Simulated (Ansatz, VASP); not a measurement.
**Ti: VASP beside Ansatz**

Contents of INCAR:

```
  PREC = Accurate
  ENCUT = 520
  EDIFF = 1E-6
  ISMEAR = 0
  SIGMA = 0.1
  LREAL = F
  LASPH = T
  NELM = 100
  ALGO = Fast
  ISIF = 2
  LWAVE = F
  LCHARG = T
  GGA = PE
  LELF = T
  LVHAR = T
  NBANDS = 19
```

KPOINTS

```
Automatic mesh
0
Gamma
  18 18 12
```

Contents of POSCAR:

```
Ti
1.0
    2.0560175230      2.0560175230      0.0000000000
   -2.0560175230      2.0560175230      0.0000000000
    0.0000000000      0.0000000000      4.3587571487
Ti
2
Direct
    0.0000000000      0.0000000000      0.0000000000
    0.5000000000      0.5000000000      0.5000000000
```

Input for Ansatz:

```yaml
crystal:
  lattice:
    - [2.056017523, 2.056017523, 0.0]
    - [-2.056017523, 2.056017523, 0.0]
    - [0.0, 0.0, 4.3587571487]
  atoms:
    - { symbol: Ti, position: [0.0, 0.0, 0.0] }
    - { symbol: Ti, position: [0.5, 0.5, 0.5] }
basis:
  ecutwfc: 420
kpoints:
  mp_grid: { grid: [18, 18, 12] }
hamiltonian:
  xc: pbe
scf:
  occupations: { method: gaussian, width: 0.1 }
output:
  forces: true
  stress: true
  eigenvalues: true
```

Change from the starting cell: strain along c alone, the other axes held, atoms relaxed: +6.0 %.

Alike in both runs: task single point; functional PBE; k mesh 18 × 18 × 12; occupations gaussian, width 0.1 eV; no spin polarisation.

```csv
,VASP,Ansatz
version,VASP 6.6.1,Ansatz 0.2.0
potentials or method,"VASP PAW PBE potentials, release 64 (Ti_sv), cutoff 520 eV","scalar-relativistic, plane waves, PAW"
valence electrons in the cell,24,24
```

|  | VASP | Ansatz | Ansatz less VASP |
| --- | --- | --- | --- |
| gap on the k mesh at the Fermi level (eV) | none | none | - |
| pressure (GPa) | -5.9 | -5.7 | +0.22 |
| traceless stress, the component that is largest in VASP (GPa) | -1.34 | -1.34 | +0.003 |

A gap of «none» marks a metal or a gap that the smearing closes.
